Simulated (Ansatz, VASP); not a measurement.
# One calculation of Y, two programs

File INCAR:

```
PREC = Accurate ; ENCUT = 520
EDIFF = 1E-7 ; ISMEAR = -1
SIGMA = 0.1 ; LREAL = False
LASPH = True ; NELM = 100
ALGO = Normal ; ISIF = 2
LWAVE = False ; LCHARG = False
NBANDS = 18
```

KPOINTS

```
regular mesh
0
Gamma
  8 8 5
```

Contents of POSCAR:

```
Y
1.0
    3.5392700426      0.0000000000      0.0000000000
   -1.7696350213      3.0650977678      0.0000000000
    0.0000000000      0.0000000000      5.5248319794
Y
2
Direct
    0.3333333333      0.6666666667      0.2500000000
    0.6666666667      0.3333333333      0.7500000000
```

Input for Ansatz:

```yaml
crystal:
  lattice:
    - [3.5392700426, 0.0, 0.0]
    - [-1.7696350213, 3.0650977678, 0.0]
    - [0.0, 0.0, 5.5248319794]
  atoms:
    - { symbol: "Y", position: [0.3333333333, 0.6666666667, 0.25] }
    - { symbol: "Y", position: [0.6666666667, 0.3333333333, 0.75] }
hamiltonian:
  xc: lda
  pseudopotentials:
    kind: paw
    azcp:
      "Y": "pseudopotentials/Y.paw.azcp"
basis:
  ecutwfc: 420
  fft_grid_basis: typed
kpoints:
  mp_grid: { grid: [8, 8, 5], shift: [0, 0, 0] }
magnetization:
  spin_polarized: false
scf:
  occupations: { method: fermi_dirac, width: 0.1 }
  lower_state_search: "off"
output:
  stress: true
  write_density: true
  write_potential: true
  elf: true
  volumetric_format: npy
```

Alike in both runs: task single point; functional LDA; k mesh 8 × 8 × 5; occupations fermi-dirac, width 0.1 eV; no spin polarisation.

|  | VASP | Ansatz |
| --- | --- | --- |
| version | VASP 6.6.1 | Ansatz 0.2.0 |
| potentials or method | VASP PAW LDA potentials, release 64 (Y_sv), cutoff 520 eV | plane waves (420 eV) with PAW, scalar-relativistic |
| valence electrons in the cell | 22 | 22 |

|  | VASP | Ansatz | Ansatz less VASP |
| --- | --- | --- | --- |
| pressure (GPa) | -0.1 | 0.0 | +0.14 |
| traceless stress, the component that is largest in VASP (GPa) | 0.16 | 0.15 | -0.015 |

Ansatz warns that its potentials were made for another functional, while VASP's fit it. LDA's correlation is that of Perdew and Zunger in VASP and of Perdew and Wang (1992) in Ansatz.
